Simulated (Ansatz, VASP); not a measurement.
**Two plane-wave programs on Rh**

```
CELL_PARAMETERS angstrom
0.00000 1.91488 1.91488
1.91488 0.00000 1.91488
1.91488 1.91488 0.00000
ATOMIC_POSITIONS crystal
Rh 0.00000 0.00000 0.00000
```

Alike in both runs: functional PBE; k mesh 24 × 24 × 24; occupations gaussian, width 0.1 eV; no spin polarisation.

Ansatz relaxed the structure, and its values are those at the end. VASP's run is a single point on that final structure, the one shown.

```csv
,VASP,Ansatz
version,VASP 6.6.1,Ansatz 0.2.0
potentials or method,"VASP PAW PBE potentials, release 64 (Rh_pv)","scalar-relativistic, plane waves, PAW"
plane-wave cutoff (eV),520,420
valence electrons in the cell,15,17
```

VASP gave:

| Item | Value |
| --- | --- |
| gap on the k mesh at the Fermi level (eV) | none |
| pressure (GPa) | 0.2 |

What did Ansatz give for the same quantities?

gap on the k mesh at the Fermi level (eV): none; pressure (GPa): 0.0.

A gap of «none» marks a metal or a gap that the smearing closes. VASP's potentials hold 15 valence electrons a cell and Ansatz's 17, so a difference there can come from the potentials and not from the codes.
